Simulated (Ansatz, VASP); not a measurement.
# Zn2GaO5 in VASP and in Ansatz

INCAR

```
PREC = Accurate ; ENCUT = 520
EDIFF = 1E-7 ; ISMEAR = 0
SIGMA = 0.1546 ; LREAL = Auto
LASPH = T ; NELM = 80
ALGO = Normal ; ISIF = 2
LWAVE = F ; LCHARG = F
GGA = PE ; NBANDS = 81
```

File KPOINTS:

```
regular mesh
0
Gamma
  5 5 5
```

The input POSCAR:

```
Zn2GaO5
1.0
    0.0000000000      0.0000000000      5.1489610000
    4.1856850000     -5.4482940000      2.5744800000
    4.1856850000      5.4482940000     -2.5744800000
Zn Ga O
4 2 10
Direct
    0.8804000000      0.3664600000      0.0488600000
    0.1980000000      0.6335400000      0.9511400000
    0.8804000000      0.9511400000      0.6335400000
    0.1980000000      0.0488600000      0.3664600000
    0.3872000000      0.1442000000      0.8558000000
    0.6756000000      0.8558000000      0.1442000000
    0.1980000000      0.3681000000      0.9581000000
    0.6080000000      0.6319000000      0.0419000000
    0.1980000000      0.0419000000      0.6319000000
    0.6080000000      0.9581000000      0.3681000000
    0.6888000000      0.1593000000      0.8407000000
    0.0074000000      0.8407000000      0.1593000000
    0.9970000000      0.3140000000      0.3140000000
    0.9970000000      0.6860000000      0.6860000000
    0.4370000000      0.0000000000      0.0000000000
    0.5140000000      0.5000000000      0.5000000000
```

Input for Ansatz:

```yaml
crystal:
  lattice:
    - [0.0, 0.0, 5.148961]
    - [4.185685, -5.448294, 2.57448]
    - [4.185685, 5.448294, -2.57448]
  atoms:
    - { symbol: Zn, position: [0.8804, 0.36646, 0.04886] }
    - { symbol: Zn, position: [0.198, 0.63354, 0.95114] }
    - { symbol: Zn, position: [0.8804, 0.95114, 0.63354] }
    - { symbol: Zn, position: [0.198, 0.04886, 0.36646] }
    - { symbol: Ga, position: [0.3872, 0.1442, 0.8558] }
    - { symbol: Ga, position: [0.6756, 0.8558, 0.1442] }
    - { symbol: O, position: [0.198, 0.3681, 0.9581] }
    - { symbol: O, position: [0.608, 0.6319, 0.0419] }
    - { symbol: O, position: [0.198, 0.0419, 0.6319] }
    - { symbol: O, position: [0.608, 0.9581, 0.3681] }
    - { symbol: O, position: [0.6888, 0.1593, 0.8407] }
    - { symbol: O, position: [0.0074, 0.8407, 0.1593] }
    - { symbol: O, position: [0.997, 0.314, 0.314] }
    - { symbol: O, position: [0.997, 0.686, 0.686] }
    - { symbol: O, position: [0.437, 0.0, 0.0] }
    - { symbol: O, position: [0.514, 0.5, 0.5] }
  symmetry: { tolerance: 0.0003 }
kpoints:
  mp_grid: { grid: [5, 5, 5], shift: [0, 0, 0] }
magnetization:
  spin_polarized: false
scf:
  occupations: { method: gaussian, width: 0.1546 }
  lower_state_search: "off"
  max_iter: 200
hamiltonian:
  pseudopotentials: { kind: paw }
  xc: pbe
basis:
  ecutwfc: 420
  fft_grid_basis: typed
output:
  forces: true
  stress: true
  eigenvalues: true
  populations: true
  elf: true
  write_potential: true
  volumetric_format: npy
  dos:
    e_range: [-12, 8]
    de: 0.05
    projected: { site_lists: { Ga: [Ga], O: [O], Zn: [Zn] } }
checkpoint:
  read: saved_state
```

Alike in both runs: task single point; functional PBE; k mesh 5 × 5 × 5; occupations gaussian, width 0.1546 eV; no spin polarisation.

```csv
,VASP,Ansatz
version,VASP 6.6.1,Ansatz 0.2.0
potentials or method,"VASP PAW PBE potentials, release 64 (Zn, Ga_d, O), cutoff 520 eV",PAW plane waves
valence electrons in the cell,134,134
```

VASP gave:

| Item | Value |
| --- | --- |
| pressure (GPa) | 16.2 |
| traceless stress, the component that is largest in VASP (GPa) | 2.16 |
| rms of the force components (eV/Å) | 2.480 |

Q: What did Ansatz give for the same quantities?

A: Pressure (GPa): 16.1; traceless stress, the component that is largest in VASP (GPa): 2.20; rms of the force components (eV/Å): 2.527.

Atom by atom the forces differ by 0.049 eV/Å (rms over components).
